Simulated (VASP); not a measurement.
# Si7O16 (a cell with a defect) in VASP: further runs

The runs below take Si7O16 (a cell with a defect) through single point, with PBE.

All numbers are computed with VASP 6.6.1; they aren't measurements. Logs are shortened: lines on timing, memory, paths and dates and some standing lists are left out, and cuts for length are marked.

## Step 1: The cell of the first run

The cell holds a defect, 23 atoms: a = 5.869 Å, b = 5.869 Å, c = 5.315 Å, α = 90.00°, β = 90.00°, γ = 90.00°.

## Step 2: Single point, PBE

Contents of INCAR:

```
ALGO = Normal ; EDIFF = 1E-6
ENCUT = 520 ; GGA = PE
ISIF = 2 ; ISMEAR = 0
LASPH = True ; LCHARG = False
LREAL = Auto ; LWAVE = False
NBANDS = 79 ; NELM = 60
PREC = Accurate ; SIGMA = 0.02
```

Contents of KPOINTS:

```
k-points
0
Gamma
  2 2 2
```

Contents of POSCAR:

```
Si7O16
1.0
   -4.1501000000     -4.1501000000      0.0000000000
    4.1501000000     -4.1501000000      0.0000000000
    0.0000000000      0.0000000000      5.3150000000
Si O
7 16
Direct
    0.4989891084      0.4988589039     -0.0006117666
   -0.0010324810      0.4987324518      0.2467954864
    0.4990174336      0.4988552550      0.4993806647
   -0.0010414583      0.4986610142      0.7519876765
    0.4991763328     -0.0012353446      0.2499486739
   -0.0008321027     -0.0012260024      0.4994679551
    0.4991566288     -0.0012253049      0.7489067736
    0.1956452941      0.4987352292     -0.0005873272
   -0.0008263169      0.2048065018      0.2645972015
    0.8023510731      0.4987412342     -0.0005863859
   -0.0008392329      0.7927636753      0.2645019172
    0.1976700462      0.4987311422      0.4993769477
   -0.0008457591      0.2047067929      0.7343916922
    0.8003940919      0.4987133281      0.4993561852
   -0.0008517069      0.7926525028      0.7342809446
    0.6854890136     -0.0011696884     -0.0005555284
    0.4990039512      0.6929212322      0.2509570589
    0.3128402266     -0.0011243710     -0.0005570696
    0.4990122660      0.3046962882      0.2509930759
    0.6936505110     -0.0011872419      0.4994075298
    0.4990041086      0.6929306870      0.7478326926
    0.3046883911     -0.0011748758      0.4994106959
    0.4990271806      0.3047188902      0.7478064060
```

Potentials or basis: VASP PAW PBE potentials, release 64 (Si, O).

Command:

```bash
$ cat potpaw_PBE.64/Si/POTCAR potpaw_PBE.64/O/POTCAR > POTCAR
$ mpirun -np 1 vasp_std > vasp.out
```

OUTCAR:

```text
EDIFF = 1E-6
   ENCUT = 520
   GGA = PE
   ISIF = 2
   ISMEAR = 0
   LASPH = True
   LREAL = Auto
   NELM = 60
   PREC = Accurate

 ion  position               nearest neighbor table
   1  0.499  0.499  0.999-  21 1.76  17 1.76  23 1.76  19 1.76   8 1.78  10 1.78   3 2.66   3 2.66

   2  0.999  0.499  0.247-   9 1.73  11 1.73  10 1.75   8 1.75  14 1.78  12 1.78   4 2.63   4 2.69

   3  0.499  0.499  0.499-  17 1.74  21 1.74  19 1.74  23 1.74  12 1.77  14 1.77   1 2.66   1 2.66

   4  0.999  0.499  0.752-  13 1.73  15 1.73  10 1.75   8 1.75  14 1.78  12 1.78   2 2.63   2 2.69

   5  0.499  0.999  0.250-  16 1.72  18 1.72  20 1.75  22 1.75  17 1.80  19 1.80   7 2.65   7 2.66

   6  0.999  0.999  0.499-  13 1.74   9 1.74  15 1.74  11 1.74  20 1.79  22 1.79
   7  0.499  0.999  0.749-  18 1.72  16 1.72  22 1.75  20 1.75  21 1.80  23 1.80   5 2.65   5 2.66

   8  0.196  0.499  0.999-   2 1.75   4 1.75   1 1.78
   9  0.999  0.205  0.265-   2 1.73   6 1.74
  10  0.802  0.499  0.999-   2 1.75   4 1.75   1 1.78
  11  0.999  0.793  0.265-   2 1.73   6 1.74
  12  0.198  0.499  0.499-   3 1.77   2 1.78   4 1.78
  13  0.999  0.205  0.734-   4 1.73   6 1.74
  14  0.800  0.499  0.499-   3 1.77   2 1.78   4 1.78
  15  0.999  0.793  0.734-   4 1.73   6 1.74
  16  0.685  0.999  0.999-   5 1.72   7 1.72
  17  0.499  0.693  0.251-   3 1.74   1 1.76   5 1.80
  18  0.313  0.999  0.999-   5 1.72   7 1.72
  19  0.499  0.305  0.251-   3 1.74   1 1.76   5 1.80
  20  0.694  0.999  0.499-   5 1.75   7 1.75   6 1.79
  21  0.499  0.693  0.748-   3 1.74   1 1.76   7 1.80
  22  0.305  0.999  0.499-   5 1.75   7 1.75   6 1.79
  23  0.499  0.305  0.748-   3 1.74   1 1.76   7 1.80

  LATTYP: Found a simple tetragonal cell.
 ALAT       =     5.8691277052
 C/A-ratio  =     0.9055860201

  Lattice vectors:

 A1 = (  -4.1501000000,  -4.1501000000,   0.0000000000)
 A2 = (   4.1501000000,  -4.1501000000,   0.0000000000)
 A3 = (   0.0000000000,   0.0000000000,   5.3150000000)

Analysis of symmetry for initial positions (statically):
=====================================================================
 Subroutine PRICEL returns:
 Original cell was already a primitive cell.

 Routine SETGRP: Setting up the symmetry group for a
 simple tetragonal supercell.

 Subroutine GETGRP returns: Found  1 space group operations
 (whereof  1 operations were pure point group operations)
 out of a pool of 16 trial point group operations.

The static configuration has the point symmetry C_1 .

Analysis of symmetry for dynamics (positions and initial velocities):
=====================================================================
 Subroutine PRICEL returns:
 Original cell was already a primitive cell.

 Routine SETGRP: Setting up the symmetry group for a
 simple tetragonal supercell.

 Subroutine GETGRP returns: Found  1 space group operations
 (whereof  1 operations were pure point group operations)
 out of a pool of 16 trial point group operations.

The dynamic configuration has the point symmetry C_1 .

 Subroutine INISYM returns: Found  1 space group operations
 (whereof  1 operations are pure point group operations),
 and found     1 'primitive' translations

----------------------------------------------------------------------------------------

                                     Primitive cell

  volume of cell :     183.0840

  direct lattice vectors                    reciprocal lattice vectors
    -4.150100000 -4.150100000  0.000000000    -0.120479025 -0.120479025  0.000000000
     4.150100000 -4.150100000  0.000000000     0.120479025 -0.120479025  0.000000000
     0.000000000  0.000000000  5.315000000     0.000000000  0.000000000  0.188146754

  length of vectors
     5.869127705  5.869127705  5.315000000     0.170383071  0.170383071  0.188146754

  position of ions in fractional coordinates (direct lattice)
     0.498989108  0.498858904  0.999388233
     0.998967519  0.498732452  0.246795486
     0.499017434  0.498855255  0.499380665
     0.998958542  0.498661014  0.751987677
     0.499176333  0.998764655  0.249948674
     0.999167897  0.998773998  0.499467955
[... 15 lines left out ...]
     0.304688391  0.998825124  0.499410696
     0.499027181  0.304718890  0.747806406

  ion indices of the primitive-cell ions
   primitive index   ion index
                 1           1
                 2           2
                 3           3
                 4           4
                 5           5
                 6           6
[... 15 lines left out ...]
                22          22
                23          23

----------------------------------------------------------------------------------------

 KPOINTS: k-points

Automatic generation of k-mesh.
 Grid dimensions read from file:
 generate k-points for:    2    2    2

 Generating k-lattice:

  Cartesian coordinates                     Fractional coordinates (reciprocal lattice)
    -0.060239512 -0.060239512  0.000000000     0.500000000  0.000000000  0.000000000
     0.060239512 -0.060239512  0.000000000     0.000000000  0.500000000  0.000000000
     0.000000000  0.000000000  0.094073377     0.000000000  0.000000000  0.500000000

  Length of vectors
     0.085191535  0.085191535  0.094073377

  Shift w.r.t. Gamma in fractional coordinates (k-lattice)
     0.000000000  0.000000000  0.000000000

 Subroutine IBZKPT returns following result:
 ===========================================

 Found      8 irreducible k-points:

 Following reciprocal coordinates:
            Coordinates               Weight
  0.000000  0.000000  0.000000      1.000000
  0.500000  0.000000  0.000000      1.000000
  0.000000  0.500000  0.000000      1.000000
  0.500000  0.500000  0.000000      1.000000
  0.000000  0.000000  0.500000      1.000000
  0.500000  0.000000  0.500000      1.000000
  0.000000  0.500000  0.500000      1.000000
  0.500000  0.500000  0.500000      1.000000
   k-points           NKPTS =      8   k-points in BZ     NKDIM =      8   number of bands    NBANDS=     79
   number of dos      NEDOS =    301   number of ions     NIONS =     23
   total plane-waves  NPLWV =  92160
   dimension x,y,z NGX =    48 NGY =   48 NGZ =   40
   dimension x,y,z NGXF=    96 NGYF=   96 NGZF=   80
   ions per type =               7  16
   NGX,Y,Z   is equivalent  to a cutoff of  13.60, 13.60, 12.51 a.u.
   NGXF,Y,Z  is equivalent  to a cutoff of  27.19, 27.19, 25.02 a.u.
 SYSTEM =  unknown system
   PREC   = accura    normal or accurate (medium, high low for compatibility)
   ISTART =      0    job   : 0-new  1-cont  2-samecut
   ICHARG =      2    charge: 1-file 2-atom 10-const
   ISPIN  =      1    spin polarized calculation?
   LNONCOLLINEAR =      F non collinear calculations
   LSORBIT =      F    spin-orbit coupling
   LASPH  =      T    aspherical Exc in radial PAW
   ENCUT  =  520.0 eV  38.22 Ry    6.18 a.u.  10.91 10.91  9.88*2*pi/ulx,y,z
   NELM   =     60;   NELMIN=  2; NELMDL= -5     # of ELM steps
   EDIFF  = 0.1E-05   stopping-criterion for ELM
   LREAL  =      T    real-space projection
   EDIFFG = 0.1E-04   stopping-criterion for IOM
   NSW    =      0    number of steps for IOM
   IBRION =     -1    ionic relax: 0-MD 1-quasi-New 2-CG
   NFREE  =      0    steps in history (QN), initial steepest desc. (CG)
   ISIF   =      2    stress and relaxation
   ISYM   =      2    0-nonsym 1-usesym 2-fastsym
   POTIM  = 0.5000    time-step for ionic-motion
   TEBEG  =    0.0;   TEEND  =   0.0 temperature during run
   PSTRESS=    0.0 pullay stress
   NELECT =     124.0000    total number of electrons
   NUPDOWN=      -1.0000    fix difference up-down
   EMIN   =  10.00;   EMAX   =-10.00  energy-range for DOS
   EFERMI =   0.00;   METHOD = LEGACY
   ISMEAR =     0;   SIGMA  =   0.02  broadening in eV -4-tet -1-fermi 0-gaus
   EFERMI_NEDOS =   21; number of points for ismear=-14 and -15
   IALGO  =     38    algorithm
   IMIX   =      4    mixing-type and parameters
     AMIX     =   0.40;   BMIX     =  1.00
     AMIX_MAG =   1.60;   BMIX_MAG =  1.00
  volume/ion in A,a.u.               =       7.96        53.72
  Fermi-wavevector in a.u.,A,eV,Ry     =   1.437690  2.716840 28.122598  2.066953
  Thomas-Fermi vector in A             =   2.556740
   LORBIT       =      0    0 simple, 1 ext, 2 COOP (PROOUT), +10 PAW based schemes
   GGA     = PE    functional components
   LHFCALC =     F    Hartree Fock is set to
   AEXX    =    0.0000 exact exchange contribution
   IVDW    =     0    specifies the selected vdW correction
   LEPSILON=     F    determine dielectric tensor
   LRPA    =     F    only Hartree local field effects (RPA)
 non-spin polarized calculation
 Gauss-broadening in eV      SIGMA  =   0.02
  energy-cutoff  :      520.00
  volume of cell :      183.08
 maximum number of plane-waves:      4948
 NGX is ok and might be reduce to    48
   NGX = 21   NGY = 21   NGZ = 19

 number of electron     123.9999936 magnetization

 Free energy of the ion-electron system (eV)
  ---------------------------------------------------
  ext. energy  EPLUGINS =         0.00000000
  ---------------------------------------------------
  free energy    TOTEN  =      -165.24969130 eV

  energy without entropy =     -165.24420995  energy(sigma->0) =     -165.24695062

 E-fermi :   6.5604     XC(G=0): -12.0501

 val. band max:        6.5562783761   @ k =   0.0000   0.0000   0.5000
 cond. band min:       6.5640740618   @ k =   0.5000   0.0000   0.5000
 fundamental gap:      0.0077956857
 Fermi energy:         6.5603860756

 k-point     1 :       0.0000    0.0000    0.0000
  band No.  band energies     occupation
      1     -15.5475      2.00000
      2     -13.8925      2.00000
      3     -13.2706      2.00000
      4     -13.0037      2.00000
      5     -12.8488      2.00000
      6     -12.4974      2.00000
[... 66 lines left out ...]
     73      17.0651      0.00000
     74      17.5739      0.00000
[... 537 lines left out ...]
     73      17.9003      0.00000
     74      17.9239      0.00000
 [bands above 74 left out]

------------------------ aborting loop because EDIFF is reached ----------------------------------------

  FORCE on cell =-STRESS in cart. coord.  units (eV):
  Direction    XX          YY          ZZ          XY          YZ          ZX
  --------------------------------------------------------------------------------------
  -------------------------------------------------------------------------------------
  Total       17.7317328     17.7353629     21.8148732      0.4824580     -0.0044171      0.0035797
  in kB      155.1712908    155.2030584    190.9030594      4.2220147     -0.0386542      0.0313261
  external PRESSURE =     167.0924695 kB  Pullay stress =       0.0000000 kB

 VOLUME and BASIS-vectors are now :
 -----------------------------------------------------------------------------
  energy-cutoff  :      520.00
  volume of cell :      183.08
      direct lattice vectors                 reciprocal lattice vectors
    -4.150100000 -4.150100000  0.000000000    -0.120479025 -0.120479025  0.000000000
     4.150100000 -4.150100000  0.000000000     0.120479025 -0.120479025  0.000000000
     0.000000000  0.000000000  5.315000000     0.000000000  0.000000000  0.188146754

 POSITION                                       TOTAL-FORCE (eV/Angst)
 -----------------------------------------------------------------------------------
     -0.00054     -4.14117      5.31175        -0.009333      0.009177      0.002457
     -2.07603     -6.21560      1.31172         0.001608     -0.012414     -0.009651
     -0.00067     -4.14127      2.65421        -0.010758      0.004694      0.002202
     -2.07628     -6.21527      3.99681        -0.002119     -0.008749      0.012197
      2.07334     -6.21660      1.32848         0.011763     -0.006369      0.041273
     -0.00163     -8.29166      2.65467        -0.003938      0.000165     -0.003523
[... 15 lines left out ...]
      2.88074     -5.40971      2.65437         0.009133      0.016549      0.002843
     -0.80640     -3.33563      3.97459        -0.009690      0.007657      0.003090
 -----------------------------------------------------------------------------------
    total drift:                               -0.009457     -0.000145     -0.005757

  FREE ENERGIE OF THE ION-ELECTRON SYSTEM (eV)
  ---------------------------------------------------
  free  energy   TOTEN  =      -165.2496913008 eV

  energy  without entropy=     -165.2442099451  energy(sigma->0) =     -165.24695062
```

Wall time 3.6 min (1 thread of Intel Xeon Platinum 8259CL at 2.50GHz (Skylake/Cascade Lake), shared host); peak memory 0.31 GiB.

Results:

```yaml
Free_energy: -165.2497 eV
Pressure: 16.7 GPa
Largest_force: 0.043 eV/Å
Band_gap_on_the_k_mesh: zero (band 62 reaches 6.68 eV, above the bottom of band 63 at 6.41 eV)
```

Forces in eV/Å, atoms in the order of the input:
```
Si  -0.009  0.009  0.002
Si   0.002 -0.012 -0.010
Si  -0.011  0.005  0.002
Si  -0.002 -0.009  0.012
Si   0.012 -0.006  0.041
Si  -0.004  0.000 -0.004
Si   0.009 -0.007 -0.041
O   -0.002 -0.004 -0.002
O   -0.006  0.011 -0.013
O    0.002  0.005 -0.004
O    0.005 -0.002 -0.010
O    0.000 -0.001  0.001
O   -0.004  0.006  0.011
O    0.010  0.008  0.005
O    0.006 -0.005  0.009
O   -0.020 -0.019 -0.004
O    0.009 -0.012  0.002
O    0.020  0.024 -0.002
O   -0.007  0.003 -0.004
O   -0.014 -0.008  0.003
O    0.007 -0.011 -0.001
O    0.009  0.017  0.003
O   -0.010  0.008  0.003
```

Levels at points of the mesh, in eV from the Fermi level:
| k point | band 59 | band 60 | band 61 | band 62 | band 63 | band 64 | band 65 | band 66 |
| --- | --- | --- | --- | --- | --- | --- | --- | --- |
| (0.00, 0.00, 0.00) | -0.57 | -0.06 | -0.04 | 0.03 | 0.21 | 0.71 | 6.79 | 7.61 |
| (0.50, 0.00, 0.00) | -0.38 | -0.25 | -0.06 | -0.04 | -0.04 | 0.10 | 7.73 | 8.04 |
| (0.00, 0.50, 0.00) | -0.54 | -0.54 | -0.42 | -0.16 | 0.31 | 0.32 | 7.48 | 8.57 |
| (0.50, 0.50, 0.00) | -0.37 | -0.29 | -0.19 | 0.01 | 0.10 | 0.33 | 8.41 | 8.74 |
| (0.00, 0.00, 0.50) | -0.42 | -0.26 | -0.09 | -0.08 | 0.00 | 0.08 | 8.47 | 8.48 |
| (0.50, 0.00, 0.50) | -0.66 | -0.11 | 0.00 | 0.12 | 0.16 | 0.29 | 8.90 | 9.04 |
| (0.00, 0.50, 0.50) | -0.51 | -0.13 | -0.12 | -0.12 | -0.01 | 0.05 | 8.56 | 8.81 |
| (0.50, 0.50, 0.50) | -0.48 | -0.45 | -0.44 | -0.36 | -0.15 | 0.14 | 9.72 | 9.94 |

Caveat: the k points lie up to 0.59 Å⁻¹ apart.

(Continued in part 2 of 4.)
